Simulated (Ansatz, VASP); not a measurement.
Pt: VASP beside Ansatz

```
CELL_PARAMETERS angstrom
-1.58422 1.58422 1.58422
1.58422 -1.58422 1.58422
1.58422 1.58422 -1.58422
ATOMIC_POSITIONS crystal
Pt 0.00000 0.00000 0.00000
```

Alike in both runs: task single point; functional LDA; k mesh 8 × 8 × 8; occupations gaussian, width 0.1 eV; no spin polarisation.

|  | VASP | Ansatz |
| --- | --- | --- |
| version | VASP 6.6.1 | Ansatz 0.2.0 |
| potentials or method | VASP PAW LDA potentials, release 64 (Pt), cutoff 500 eV | scalar-relativistic, plane waves, PAW |
| valence electrons in the cell | 10 | 18 |

```tsv
	VASP	Ansatz	Ansatz less VASP
gap on the k mesh at the Fermi level (eV)	none	none	-
pressure (GPa)	-13.8	-14.4	-0.58
```

LDA's correlation is that of Perdew and Zunger in VASP and of Perdew and Wang (1992) in Ansatz. A gap of «none» marks a metal or a gap that the smearing closes. VASP's potentials hold 10 valence electrons a cell and Ansatz's 18, so a difference there can come from the potentials and not from the codes.

Neither program's run includes spin-orbit coupling.
